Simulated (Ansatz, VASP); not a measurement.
Ag in VASP and in Ansatz

```
CELL_PARAMETERS angstrom
4.91580 0.00000 0.00000
0.00000 4.76832 0.00000
0.00000 0.00000 3.04509
ATOMIC_POSITIONS crystal
Ag 0.17429 0.25000 0.50000
Ag 0.82571 0.75000 0.50000
Ag 0.32571 0.75000 0.00000
Ag 0.67429 0.25000 0.00000
```

Alike in both runs: functional PBE; k mesh 4 × 4 × 6; occupations gaussian, width 0.1 eV; no spin polarisation.

Ansatz relaxed the structure, and its values are those at the end. VASP's run is a single point on that final structure, the one shown.

|  | VASP | Ansatz |
| --- | --- | --- |
| version | VASP 6.6.1 | Ansatz 0.2.0 |
| potentials or method | VASP PAW PBE potentials, release 64 (Ag), cutoff 520 eV | scalar-relativistic, plane waves, PAW |
| valence electrons in the cell | 44 | 76 |

Ansatz gave:

| Property | Result |
| --- | --- |
| gap on the k mesh at the Fermi level (eV) | none |
| pressure (GPa) | 0.1 |

**Question.** Estimate VASP's values.

**Answer.** gap on the k mesh at the Fermi level (eV): none; pressure (GPa): 0.0.

A gap of «none» marks a metal or a gap that the smearing closes. VASP's potentials hold 44 valence electrons a cell and Ansatz's 76, so a difference there can come from the potentials and not from the codes.
